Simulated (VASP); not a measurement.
# WC (P1) in VASP: single point with PBEsol

Aim: the single point of WC with PBEsol.

Program: VASP 6.6.1. These are calculated values, not measurements. Logs are shortened: lines on timing, memory, paths and dates and some standing lists are left out, and cuts for length are marked.

## Step 1: The cell of the first run

The typed cell holds 16 atoms: a = 5.906 Å, b = 5.115 Å, c = 5.773 Å, α = 90.00°, β = 90.00°, γ = 90.00°.

## Step 2: Single point, PBEsol

INCAR

```
SYSTEM = WC
PREC = Accurate
ENCUT = 520
EDIFF = 1E-6
ISMEAR = -1
SIGMA = 0.24
LREAL = Auto
LASPH = .True.
NELM = 60
ALGO = Normal
ISIF = 2
LWAVE = .False.
LCHARG = .False.
GGA = PS
NBANDS = 86
```

KPOINTS

```
regular mesh
0
Gamma
  3 3 3
  0 0 0
```

POSCAR

```
WC
1.0
   -2.9530380000     -5.1148120000      0.0000000000
    4.4295570000     -2.5574060000      0.0000000000
    0.0000000000      0.0000000000      5.7734360000
W C
8 8
Direct
    0.7686745286      0.5763161175      0.0104963491
    0.7561714255      0.5754758216      0.5153083883
    0.5132651494      0.0732559690      0.0247166505
    0.5145107034      0.0851935438      0.5167979692
    0.2658619463      0.5754526762      0.0043821392
    0.2621053738      0.5829267190      0.5192748304
    0.0309461690      0.0679267053      0.0240931050
    0.0093406399      0.0911565794      0.5081202944
    0.5218566798      0.7437228160      0.2780493280
    0.5274254663      0.7368473742      0.7798822053
    0.2843380507      0.2592722181      0.2594642081
    0.2704587387      0.2335391401      0.7671341641
    0.0277327137      0.7444075689      0.2615253724
    0.0133119409      0.7550666280      0.7643455301
    0.7788080558      0.2352943609      0.2644872135
    0.7668359979      0.2579481067      0.7661988459
```

Potentials or basis: VASP PAW PBE potentials, release 64 (W_sv, C).

Command:

```
cat potpaw_PBE.64/W_sv/POTCAR potpaw_PBE.64/C/POTCAR > POTCAR
mpirun -np 1 vasp_std > vasp.out
```

OUTCAR:

```text
SYSTEM = WC
   PREC = Accurate
   ENCUT = 520
   EDIFF = 1E-6
   ISMEAR = -1
   LREAL = Auto
   LASPH = .True.
   NELM = 60
   ISIF = 2
   GGA = PS

 ion  position               nearest neighbor table
   1  0.769  0.576  0.010-  10 2.12  16 2.15  14 2.22  13 2.28  15 2.28   9 2.29   2 2.86   2 2.92
                             5 2.94   7 2.95   3 2.96   5 2.97   3 2.98   7 3.03
   2  0.756  0.575  0.515-   9 2.13  16 2.18  10 2.20  15 2.27  14 2.28  13 2.34   1 2.86   4 2.89
                             8 2.89   1 2.92   6 2.92   4 2.97   6 2.99   8 3.03
   3  0.513  0.073  0.025-  11 2.14  12 2.22  10 2.23   9 2.23  15 2.25  16 2.32   4 2.84   7 2.85
                             4 2.93   5 2.94   1 2.96   5 2.96   1 2.98   7 3.06
   4  0.515  0.085  0.517-  12 2.18  11 2.20   9 2.23  16 2.25  15 2.27  10 2.34   3 2.84   2 2.89
                             8 2.92   3 2.93   6 2.95   6 2.97   2 2.97   8 2.98
   5  0.266  0.575  0.004-  10 2.18  11 2.19  13 2.22  12 2.22  14 2.23   9 2.35   6 2.80   7 2.88
                             1 2.94   3 2.94   7 2.95   3 2.96   1 2.97   6 2.97
   6  0.262  0.583  0.519-  13 2.19  14 2.22   9 2.23  11 2.24  12 2.29  10 2.31   5 2.80   2 2.92
                             8 2.93   4 2.95   4 2.97   5 2.97   2 2.99   8 3.00
   7  0.031  0.068  0.024-  13 2.15  14 2.20  15 2.21  12 2.22  11 2.25  16 2.37   8 2.80   3 2.85
                             5 2.88   5 2.95   1 2.95   8 2.98   1 3.03   3 3.06
   8  0.009  0.091  0.508-  15 2.09  16 2.24  14 2.27  12 2.27  13 2.28  11 2.33   7 2.80   2 2.89
                             4 2.92   6 2.93   7 2.98   4 2.98   6 3.00   2 3.03
   9  0.522  0.744  0.278-   2 2.13   4 2.23   6 2.23   3 2.23   1 2.29   5 2.35
  10  0.527  0.737  0.780-   1 2.12   5 2.18   2 2.20   3 2.23   6 2.31   4 2.34
  11  0.284  0.259  0.259-   3 2.14   5 2.19   4 2.20   6 2.24   7 2.25   8 2.33
  12  0.270  0.234  0.767-   4 2.18   7 2.22   5 2.22   3 2.22   8 2.27   6 2.29
  13  0.028  0.744  0.262-   7 2.15   6 2.19   5 2.22   1 2.28   8 2.28   2 2.34
  14  0.013  0.755  0.764-   7 2.20   6 2.22   1 2.22   5 2.23   8 2.27   2 2.28
  15  0.779  0.235  0.264-   8 2.09   7 2.21   3 2.25   2 2.27   4 2.27   1 2.28
  16  0.767  0.258  0.766-   1 2.15   2 2.18   8 2.24   4 2.25   3 2.32   7 2.37

  LATTYP: Found a simple orthorhombic cell.
 ALAT       =     5.1148118895
 B/A-ratio  =     1.1287680026
 C/A-ratio  =     1.1547005550

  Lattice vectors:

 A1 = (   4.4295570000,  -2.5574060000,   0.0000000000)
 A2 = (   0.0000000000,   0.0000000000,   5.7734360000)
 A3 = (  -2.9530380000,  -5.1148120000,   0.0000000000)

Analysis of symmetry for initial positions (statically):
=====================================================================
 Subroutine PRICEL returns:
 Original cell was already a primitive cell.

 Routine SETGRP: Setting up the symmetry group for a
 simple orthorhombic supercell.

 Subroutine GETGRP returns: Found  1 space group operations
 (whereof  1 operations were pure point group operations)
 out of a pool of  8 trial point group operations.

The static configuration has the point symmetry C_1 .

Analysis of symmetry for dynamics (positions and initial velocities):
=====================================================================
 Subroutine PRICEL returns:
 Original cell was already a primitive cell.

 Routine SETGRP: Setting up the symmetry group for a
 simple orthorhombic supercell.

 Subroutine GETGRP returns: Found  1 space group operations
 (whereof  1 operations were pure point group operations)
 out of a pool of  8 trial point group operations.

The dynamic configuration has the point symmetry C_1 .

 Subroutine INISYM returns: Found  1 space group operations
 (whereof  1 operations are pure point group operations),
 and found     1 'primitive' translations

----------------------------------------------------------------------------------------

                                     Primitive cell

  volume of cell :     174.4067

  direct lattice vectors                    reciprocal lattice vectors
    -2.953038000 -5.114812000  0.000000000    -0.084658579 -0.146632955  0.000000000
     4.429557000 -2.557406000  0.000000000     0.169317157 -0.097755304  0.000000000
     0.000000000  0.000000000  5.773436000     0.000000000  0.000000000  0.173207082

  length of vectors
     5.906076128  5.114811890  5.773436000     0.169317154  0.195510611  0.173207082

  position of ions in fractional coordinates (direct lattice)
     0.768674529  0.576316117  0.010496349
     0.756171425  0.575475822  0.515308388
[... 46 lines left out ...]
     0.056439052 -0.032585101  0.000000000     0.000000000  0.333333333  0.000000000
     0.000000000  0.000000000  0.057735694     0.000000000  0.000000000  0.333333333

  Length of vectors
     0.056439051  0.065170204  0.057735694

  Shift w.r.t. Gamma in fractional coordinates (k-lattice)
     0.000000000  0.000000000  0.000000000

 Subroutine IBZKPT returns following result:
 ===========================================

 Found     14 irreducible k-points:

 Following reciprocal coordinates:
            Coordinates               Weight
  0.000000  0.000000  0.000000      1.000000
  0.333333  0.000000  0.000000      2.000000
  0.000000  0.333333  0.000000      2.000000
  0.333333  0.333333  0.000000      2.000000
 -0.333333  0.333333  0.000000      2.000000
  0.000000  0.000000  0.333333      2.000000
  0.333333  0.000000  0.333333      2.000000
 -0.333333 -0.000000  0.333333      2.000000
  0.000000  0.333333  0.333333      2.000000
  0.000000  0.333333 -0.333333      2.000000
  0.333333  0.333333  0.333333      2.000000
 -0.333333  0.333333 -0.333333      2.000000
 -0.333333 -0.333333  0.333333      2.000000
  0.333333 -0.333333 -0.333333      2.000000
   k-points           NKPTS =     14   k-points in BZ     NKDIM =     14   number of bands    NBANDS=     86
   number of dos      NEDOS =    301   number of ions     NIONS =     16
   total plane-waves  NPLWV =  92160
   dimension x,y,z NGX =    48 NGY =   40 NGZ =   48
   dimension x,y,z NGXF=    96 NGYF=   80 NGZF=   96
   ions per type =               8   8
   NGX,Y,Z   is equivalent  to a cutoff of  13.51, 13.00, 13.82 a.u.
   NGXF,Y,Z  is equivalent  to a cutoff of  27.02, 26.00, 27.64 a.u.
 SYSTEM =  WC
   PREC   = accura    normal or accurate (medium, high low for compatibility)
   ISTART =      0    job   : 0-new  1-cont  2-samecut
   ICHARG =      2    charge: 1-file 2-atom 10-const
   ISPIN  =      1    spin polarized calculation?
   LNONCOLLINEAR =      F non collinear calculations
   LSORBIT =      F    spin-orbit coupling
   LASPH  =      T    aspherical Exc in radial PAW
   ENCUT  =  520.0 eV  38.22 Ry    6.18 a.u.  10.98  9.51 10.73*2*pi/ulx,y,z
   NELM   =     60;   NELMIN=  2; NELMDL= -5     # of ELM steps
   EDIFF  = 0.1E-05   stopping-criterion for ELM
   LREAL  =      T    real-space projection
   EDIFFG = 0.1E-04   stopping-criterion for IOM
   NSW    =      0    number of steps for IOM
   IBRION =     -1    ionic relax: 0-MD 1-quasi-New 2-CG
   NFREE  =      0    steps in history (QN), initial steepest desc. (CG)
   ISIF   =      2    stress and relaxation
   ISYM   =      2    0-nonsym 1-usesym 2-fastsym
   POTIM  = 0.5000    time-step for ionic-motion
   TEBEG  =    0.0;   TEEND  =   0.0 temperature during run
   PSTRESS=    0.0 pullay stress
   NELECT =     144.0000    total number of electrons
   NUPDOWN=      -1.0000    fix difference up-down
   EMIN   =  10.00;   EMAX   =-10.00  energy-range for DOS
   EFERMI =   0.00;   METHOD = LEGACY
   ISMEAR =    -1;   SIGMA  =   0.24  broadening in eV -4-tet -1-fermi 0-gaus
   EFERMI_NEDOS =   21; number of points for ismear=-14 and -15
   IALGO  =     38    algorithm
   IMIX   =      4    mixing-type and parameters
     AMIX     =   0.40;   BMIX     =  1.00
     AMIX_MAG =   1.60;   BMIX_MAG =  1.00
  volume/ion in A,a.u.               =      10.90        73.56
  Fermi-wavevector in a.u.,A,eV,Ry     =   1.535823  2.902286 32.092794  2.358754
  Thomas-Fermi vector in A             =   2.642558
   LORBIT       =      0    0 simple, 1 ext, 2 COOP (PROOUT), +10 PAW based schemes
   GGA     = PS    functional components
   LHFCALC =     F    Hartree Fock is set to
   AEXX    =    0.0000 exact exchange contribution
   IVDW    =     0    specifies the selected vdW correction
   LEPSILON=     F    determine dielectric tensor
   LRPA    =     F    only Hartree local field effects (RPA)
 non-spin polarized calculation
  energy-cutoff  :      520.00
  volume of cell :      174.41
 maximum number of plane-waves:      4722
 NGX is ok and might be reduce to    48
   NGX = 21   NGY = 19   NGZ = 21

 number of electron     144.0000007 magnetization

 Free energy of the ion-electron system (eV)
  ---------------------------------------------------
  ext. energy  EPLUGINS =         0.00000000
  ---------------------------------------------------
  free energy    TOTEN  =      -189.89294438 eV

  energy without entropy =     -189.26240649  energy(sigma->0) =     -189.57767543

 E-fermi :  10.4258     XC(G=0): -13.6513

 val. band max:       10.4190738204   @ k =  -0.3333  -0.0000   0.3333
 cond. band min:      10.5106114263   @ k =   0.0000   0.0000   0.3333
 fundamental gap:      0.0915376059
 Fermi energy:        10.4258052011

 k-point     1 :       0.0000    0.0000    0.0000
  band No.  band energies     occupation
      1     -63.7869      2.00000
      2     -63.7553      2.00000
      3     -63.7405      2.00000
      4     -63.7249      2.00000
      5     -63.7169      2.00000
      6     -63.6926      2.00000
[... 1207 lines left out ...]
     83      13.9029      0.00000
     84      14.0370      0.00000
 [bands above 84 left out]

------------------------ aborting loop because EDIFF is reached ----------------------------------------

  FORCE on cell =-STRESS in cart. coord.  units (eV):
  Direction    XX          YY          ZZ          XY          YZ          ZX
  --------------------------------------------------------------------------------------
  -------------------------------------------------------------------------------------
  Total      -15.6976671    -18.2766804    -22.8829208      0.9064113     -0.2214280     -0.7257744
  in kB     -144.2057687   -167.8977345   -210.2127128      8.3266982     -2.0341366     -6.6672874
  external PRESSURE =    -174.1054054 kB  Pullay stress =       0.0000000 kB

 VOLUME and BASIS-vectors are now :
 -----------------------------------------------------------------------------
  energy-cutoff  :      520.00
  volume of cell :      174.41
      direct lattice vectors                 reciprocal lattice vectors
    -2.953038000 -5.114812000  0.000000000    -0.084658579 -0.146632955  0.000000000
     4.429557000 -2.557406000  0.000000000     0.169317157 -0.097755304  0.000000000
     0.000000000  0.000000000  5.773436000     0.000000000  0.000000000  0.173207082

 POSITION                                       TOTAL-FORCE (eV/Angst)
 -----------------------------------------------------------------------------------
      0.28290     -5.40550      0.06060        -0.170522     -0.338394      1.395387
      0.31610     -5.33940      2.97510        -0.219801     -1.936633      0.006443
     -1.19120     -2.81260      0.14270        -0.594426     -1.580595     -1.298279
     -1.14200     -2.84950      2.98370        -0.968977     -0.168305      0.346945
      1.76390     -2.83150      0.02530        -0.139074     -0.604498      1.743462
      1.80810     -2.83140      2.99800        -0.506820     -0.446849     -0.622495
[... 8 lines left out ...]
     -1.25760     -4.58520      1.52700         1.386986      0.629268     -0.255961
     -1.12190     -4.58190      4.42360        -1.003456      0.743691      0.043790
 -----------------------------------------------------------------------------------
    total drift:                               -0.006125      0.003882     -0.004471

  FREE ENERGIE OF THE ION-ELECTRON SYSTEM (eV)
  ---------------------------------------------------
  free  energy   TOTEN  =      -189.8929443758 eV

  energy  without entropy=     -189.2624064856  energy(sigma->0) =     -189.57767543
```

It took 8.9 min on 1 thread of Intel Xeon Platinum 8375C at 2.90GHz (Ice Lake), shared host; peak memory 0.36 GiB.

Results:

```yaml
Free_energy: -189.8929 eV
Pressure: -17.4 GPa
Largest_force: 2.771 eV/Å
```

Forces in eV/Å, atoms in the order of the input:
```
W   -0.171 -0.338  1.395
W   -0.220 -1.937  0.006
W   -0.594 -1.581 -1.298
W   -0.969 -0.168  0.347
W   -0.139 -0.604  1.743
W   -0.507 -0.447 -0.622
W    1.990  0.666 -1.750
W   -2.113 -0.649  1.671
C    0.430  0.467 -0.952
C    1.252  0.716 -1.212
C    0.016  1.520  0.809
C    0.911 -0.009 -0.153
C    0.280  0.727  0.420
C   -0.548  0.263 -0.192
C    1.387  0.629 -0.256
C   -1.003  0.744  0.044
```

Levels at points of the mesh, in eV from the Fermi level:
```
           k point  band 69  band 70  band 71  band 72  band 73  band 74  band 75  band 76
(0.00, 0.00, 0.00)    -0.57    -0.51    -0.38    -0.10    -0.02     0.87     1.00     1.88
```

Caveat: the k points lie up to 0.41 Å⁻¹ apart; the PAW data sets were made with another functional, which shifts forces and pressure a little; spin-orbit coupling is left out, which moves the levels of the heavy elements.
